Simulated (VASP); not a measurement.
# SiPdPt3 (Pm-3m) in VASP: single point with PBE

Aim: the single point of SiPdPt3 with PBE.

Program: VASP 6.6.1. These are calculated values, not measurements. Logs are shortened: lines on timing, memory, paths and dates and some standing lists are left out, and cuts for length are marked.

**1. The cell of the first run**

The structure is cubic, space group Pm-3m (No. 221). The conventional cell has a = 4.564 Å, b = 4.564 Å, c = 4.564 Å, α = 90.00°, β = 90.00°, γ = 90.00°. Si (site symmetry m-3m) has 6 Pt at 2.28 Å within 3.0 Å. Within 4.2 Å of Pd (site symmetry m-3m) lie 12 Pt at 3.23 Å and 8 Si at 3.95 Å. Within 3.0 Å of Pt (site symmetry 4/mmm) lie 2 Si at 2.28 Å.

**2. Single point, PBE**

File INCAR:

```
ALGO = Fast
EDIFF = 1E-6
ENCUT = 520
GGA = PE
ISIF = 2
ISMEAR = 0
LASPH = T
LCHARG = F
LREAL = F
LWAVE = F
NBANDS = 30
NELM = 100
PREC = Accurate
SIGMA = 0.1
```

File KPOINTS:

```
k-points
0
Gamma
  4 4 4
```

File POSCAR:

```
SiPdPt3
1.0
    4.5643348600      0.0000000000      0.0000000000
    0.0000000000      4.5643348600      0.0000000000
    0.0000000000      0.0000000000      4.5643348600
Si Pd Pt
1 1 3
Direct
    0.5000000000      0.5000000000      0.5000000000
    0.0000000000      0.0000000000      0.0000000000
    0.0000000000      0.5000000000      0.5000000000
    0.5000000000      0.0000000000      0.5000000000
    0.5000000000      0.5000000000      0.0000000000
```

Potentials or basis: VASP PAW PBE potentials, release 64 (Si, Pd, Pt).

The run is started by

```sh
$ cat potpaw_PBE.64/Si/POTCAR potpaw_PBE.64/Pd/POTCAR potpaw_PBE.64/Pt/POTCAR > POTCAR
$ mpirun -np 1 vasp_std > vasp.out
```

OUTCAR:

```text
EDIFF = 1E-6
   ENCUT = 520
   GGA = PE
   ISIF = 2
   ISMEAR = 0
   LASPH = T
   LREAL = F
   NELM = 100
   PREC = Accurate

 ion  position               nearest neighbor table
   1  0.500  0.500  0.500-   3 2.28   4 2.28   5 2.28   5 2.28   4 2.28   3 2.28
   2  0.000  0.000  0.000-   3 3.23   4 3.23   5 3.23   3 3.23   4 3.23   3 3.23   5 3.23   3 3.23
                             4 3.23   5 3.23   4 3.23   5 3.23
   3  0.000  0.500  0.500-   1 2.28   1 2.28   4 3.23   5 3.23   2 3.23   5 3.23   2 3.23   4 3.23
                             2 3.23   2 3.23   4 3.23   5 3.23   5 3.23   4 3.23
   4  0.500  0.000  0.500-   1 2.28   1 2.28   3 3.23   5 3.23   2 3.23   5 3.23   2 3.23   3 3.23
                             5 3.23   5 3.23   2 3.23   3 3.23   2 3.23   3 3.23
   5  0.500  0.500  0.000-   1 2.28   1 2.28   3 3.23   4 3.23   2 3.23   3 3.23   4 3.23   2 3.23
                             4 3.23   4 3.23   2 3.23   3 3.23   3 3.23   2 3.23

  LATTYP: Found a simple cubic cell.
 ALAT       =     4.5643348600

  Lattice vectors:

 A1 = (   4.5643348600,   0.0000000000,   0.0000000000)
 A2 = (   0.0000000000,   4.5643348600,   0.0000000000)
 A3 = (   0.0000000000,   0.0000000000,   4.5643348600)

Analysis of symmetry for initial positions (statically):
=====================================================================
 Subroutine PRICEL returns:
 Original cell was already a primitive cell.

 Routine SETGRP: Setting up the symmetry group for a
 simple cubic supercell.

 Subroutine GETGRP returns: Found 48 space group operations
 (whereof 48 operations were pure point group operations)
 out of a pool of 48 trial point group operations.

The static configuration has the point symmetry O_h .

Analysis of symmetry for dynamics (positions and initial velocities):
=====================================================================
 Subroutine PRICEL returns:
 Original cell was already a primitive cell.

 Routine SETGRP: Setting up the symmetry group for a
 simple cubic supercell.

 Subroutine GETGRP returns: Found 48 space group operations
 (whereof 48 operations were pure point group operations)
 out of a pool of 48 trial point group operations.

The dynamic configuration has the point symmetry O_h .

 Subroutine INISYM returns: Found 48 space group operations
 (whereof 48 operations are pure point group operations),
 and found     1 'primitive' translations

----------------------------------------------------------------------------------------

                                     Primitive cell

  volume of cell :      95.0895

  direct lattice vectors                    reciprocal lattice vectors
     4.564334860  0.000000000  0.000000000     0.219089973  0.000000000  0.000000000
     0.000000000  4.564334860  0.000000000     0.000000000  0.219089973  0.000000000
     0.000000000  0.000000000  4.564334860     0.000000000  0.000000000  0.219089973

  length of vectors
     4.564334860  4.564334860  4.564334860     0.219089973  0.219089973  0.219089973

  position of ions in fractional coordinates (direct lattice)
     0.500000000  0.500000000  0.500000000
     0.000000000  0.000000000  0.000000000
     0.000000000  0.500000000  0.500000000
     0.500000000  0.000000000  0.500000000
     0.500000000  0.500000000  0.000000000

  ion indices of the primitive-cell ions
   primitive index   ion index
                 1           1
                 2           2
                 3           3
                 4           4
                 5           5

----------------------------------------------------------------------------------------

 KPOINTS: k-points

Automatic generation of k-mesh.
 Grid dimensions read from file:
 generate k-points for:    4    4    4

 Generating k-lattice:

  Cartesian coordinates                     Fractional coordinates (reciprocal lattice)
     0.054772493  0.000000000  0.000000000     0.250000000  0.000000000  0.000000000
     0.000000000  0.054772493  0.000000000     0.000000000  0.250000000  0.000000000
     0.000000000  0.000000000  0.054772493     0.000000000  0.000000000  0.250000000

  Length of vectors
     0.054772493  0.054772493  0.054772493

  Shift w.r.t. Gamma in fractional coordinates (k-lattice)
     0.000000000  0.000000000  0.000000000

 Subroutine IBZKPT returns following result:
 ===========================================

 Found     10 irreducible k-points:

 Following reciprocal coordinates:
            Coordinates               Weight
  0.000000  0.000000  0.000000      1.000000
  0.250000  0.000000  0.000000      6.000000
  0.500000  0.000000  0.000000      3.000000
  0.250000  0.250000  0.000000     12.000000
  0.500000  0.250000  0.000000     12.000000
  0.500000  0.500000  0.000000      3.000000
  0.250000  0.250000  0.250000      8.000000
  0.500000  0.250000  0.250000     12.000000
  0.500000  0.500000  0.250000      6.000000
  0.500000  0.500000  0.500000      1.000000
   k-points           NKPTS =     10   k-points in BZ     NKDIM =     10   number of bands    NBANDS=     30
   number of dos      NEDOS =    301   number of ions     NIONS =      5
   total plane-waves  NPLWV =  46656
   dimension x,y,z NGX =    36 NGY =   36 NGZ =   36
   dimension x,y,z NGXF=    72 NGYF=   72 NGZF=   72
   ions per type =               1   1   3
   NGX,Y,Z   is equivalent  to a cutoff of  13.11, 13.11, 13.11 a.u.
   NGXF,Y,Z  is equivalent  to a cutoff of  26.22, 26.22, 26.22 a.u.
 SYSTEM =  unknown system
   PREC   = accura    normal or accurate (medium, high low for compatibility)
   ISTART =      0    job   : 0-new  1-cont  2-samecut
   ICHARG =      2    charge: 1-file 2-atom 10-const
   ISPIN  =      1    spin polarized calculation?
   LNONCOLLINEAR =      F non collinear calculations
   LSORBIT =      F    spin-orbit coupling
   LASPH  =      T    aspherical Exc in radial PAW
   ENCUT  =  520.0 eV  38.22 Ry    6.18 a.u.   8.49  8.49  8.49*2*pi/ulx,y,z
   NELM   =    100;   NELMIN=  2; NELMDL= -5     # of ELM steps
   EDIFF  = 0.1E-05   stopping-criterion for ELM
   LREAL  =      F    real-space projection
   EDIFFG = 0.1E-04   stopping-criterion for IOM
   NSW    =      0    number of steps for IOM
   IBRION =     -1    ionic relax: 0-MD 1-quasi-New 2-CG
   NFREE  =      0    steps in history (QN), initial steepest desc. (CG)
   ISIF   =      2    stress and relaxation
   ISYM   =      2    0-nonsym 1-usesym 2-fastsym
   POTIM  = 0.5000    time-step for ionic-motion
   TEBEG  =    0.0;   TEEND  =   0.0 temperature during run
   PSTRESS=    0.0 pullay stress
   NELECT =      44.0000    total number of electrons
   NUPDOWN=      -1.0000    fix difference up-down
   EMIN   =  10.00;   EMAX   =-10.00  energy-range for DOS
   EFERMI =   0.00;   METHOD = LEGACY
   ISMEAR =     0;   SIGMA  =   0.10  broadening in eV -4-tet -1-fermi 0-gaus
   EFERMI_NEDOS =   21; number of points for ismear=-14 and -15
   IALGO  =     68    algorithm
   IMIX   =      4    mixing-type and parameters
     AMIX     =   0.40;   BMIX     =  1.00
     AMIX_MAG =   1.60;   BMIX_MAG =  1.00
  volume/ion in A,a.u.               =      19.02       128.34
  Fermi-wavevector in a.u.,A,eV,Ry     =   1.266237  2.392840 21.814974  1.603355
  Thomas-Fermi vector in A             =   2.399448
   LORBIT       =      0    0 simple, 1 ext, 2 COOP (PROOUT), +10 PAW based schemes
   GGA     = PE    functional components
   LHFCALC =     F    Hartree Fock is set to
   AEXX    =    0.0000 exact exchange contribution
   IVDW    =     0    specifies the selected vdW correction
   LEPSILON=     F    determine dielectric tensor
   LRPA    =     F    only Hartree local field effects (RPA)
 non-spin polarized calculation
 RMM-DIIS sequential band-by-band and
 Gauss-broadening in eV      SIGMA  =   0.10
  energy-cutoff  :      520.00
  volume of cell :       95.09
 maximum number of plane-waves:      2562
 NGX is ok and might be reduce to    36
   NGX = 17   NGY = 17   NGZ = 17

 number of electron      43.9999994 magnetization

 Free energy of the ion-electron system (eV)
  ---------------------------------------------------
  ext. energy  EPLUGINS =         0.00000000
  ---------------------------------------------------
  free energy    TOTEN  =       -27.37425396 eV

  energy without entropy =      -27.33427500  energy(sigma->0) =      -27.35426448

 E-fermi :   6.7334     XC(G=0): -11.4100

 val. band max:        6.7072852967   @ k =   0.5000   0.0000   0.0000
 cond. band min:       6.7405635644   @ k =   0.5000   0.5000   0.2500
 fundamental gap:      0.0332782677
 Fermi energy:         6.7333695327

 k-point     1 :       0.0000    0.0000    0.0000
  band No.  band energies     occupation
      1      -4.6144      2.00000
      2       1.6984      2.00000
      3       2.2615      2.00000
      4       2.2615      2.00000
      5       2.2615      2.00000
      6       3.1561      2.00000
[... 22 lines left out ...]
     29      12.5363      0.00000
     30      12.5363      0.00000

 k-point     2 :       0.2500    0.0000    0.0000
  band No.  band energies     occupation
      1      -4.2343      2.00000
      2       1.7300      2.00000
      3       2.2373      2.00000
      4       2.3577      2.00000
      5       2.4177      2.00000
      6       2.4177      2.00000
[... 22 lines left out ...]
     29      12.8532      0.00000
     30      13.9703      0.00000

 k-point     3 :       0.5000    0.0000    0.0000
  band No.  band energies     occupation
      1      -3.7252      2.00000
      2       0.4952      2.00000
      3       2.4689      2.00000
      4       2.7232      2.00000
      5       2.7232      2.00000
      6       3.0363      2.00000
[... 220 lines left out ...]
     29      13.1718      0.00000
     30      16.6366      0.00000

 k-point    10 :       0.5000    0.5000    0.5000
  band No.  band energies     occupation
      1      -0.9570      2.00000
      2      -0.2440      2.00000
      3      -0.2440      2.00000
      4      -0.2440      2.00000
      5       3.0293      2.00000
      6       3.5265      2.00000
[... 22 lines left out ...]
     29      16.3874      0.00000
     30      16.3877      0.00000

------------------------ aborting loop because EDIFF is reached ----------------------------------------

  FORCE on cell =-STRESS in cart. coord.  units (eV):
  Direction    XX          YY          ZZ          XY          YZ          ZX
  --------------------------------------------------------------------------------------
  -------------------------------------------------------------------------------------
  Total       -3.3336426     -3.3336426     -3.3336426      0.0000000      0.0000000     -0.0000000
  in kB      -56.1690552    -56.1690552    -56.1690552      0.0000000      0.0000000     -0.0000000
  external PRESSURE =     -56.1690552 kB  Pullay stress =       0.0000000 kB

 VOLUME and BASIS-vectors are now :
 -----------------------------------------------------------------------------
  energy-cutoff  :      520.00
  volume of cell :       95.09
      direct lattice vectors                 reciprocal lattice vectors
     4.564334860  0.000000000  0.000000000     0.219089973  0.000000000  0.000000000
     0.000000000  4.564334860  0.000000000     0.000000000  0.219089973  0.000000000
     0.000000000  0.000000000  4.564334860     0.000000000  0.000000000  0.219089973

 POSITION                                       TOTAL-FORCE (eV/Angst)
 -----------------------------------------------------------------------------------
      2.28217      2.28217      2.28217         0.000000      0.000000      0.000000
      0.00000      0.00000      0.00000         0.000000      0.000000      0.000000
      0.00000      2.28217      2.28217         0.000000      0.000000      0.000000
      2.28217      0.00000      2.28217         0.000000      0.000000      0.000000
      2.28217      2.28217      0.00000         0.000000      0.000000      0.000000
 -----------------------------------------------------------------------------------
    total drift:                                0.000000      0.000000      0.000000

  FREE ENERGIE OF THE ION-ELECTRON SYSTEM (eV)
  ---------------------------------------------------
  free  energy   TOTEN  =       -27.3742539590 eV

  energy  without entropy=      -27.3342749988  energy(sigma->0) =      -27.35426448
```

Wall time 33 s (1 thread of Intel Xeon Platinum 8259CL at 2.50GHz (Skylake/Cascade Lake), shared host); peak memory 0.21 GiB.

What came out:

```
Free energy            : -27.3743 eV
Pressure               : -5.6 GPa
Band gap on the k mesh : zero (band 22 reaches 7.14 eV, above the bottom of band 23 at 6.61 eV)
```

Levels at points of the mesh, in eV from the Fermi level:
```
           k point  band 18  band 19  band 20  band 21  band 22  band 23  band 24  band 25  band 26  band 27
(0.00, 0.00, 0.00)    -0.90    -0.49    -0.48    -0.48    -0.03    -0.03    -0.03     3.22     3.22     5.13
(0.50, 0.00, 0.00)    -1.05    -0.90    -0.75    -0.53    -0.03     1.37     1.37     2.53     4.11     4.28
(0.50, 0.50, 0.00)    -0.93    -0.93    -0.86    -0.31    -0.12    -0.12     1.14     2.94     2.98     6.93
(0.50, 0.50, 0.50)    -0.76    -0.76    -0.21    -0.21     0.40     0.40     0.40     1.65     1.65     1.65
```

Caveat: spin-orbit coupling is left out, which moves the levels of the heavy elements.
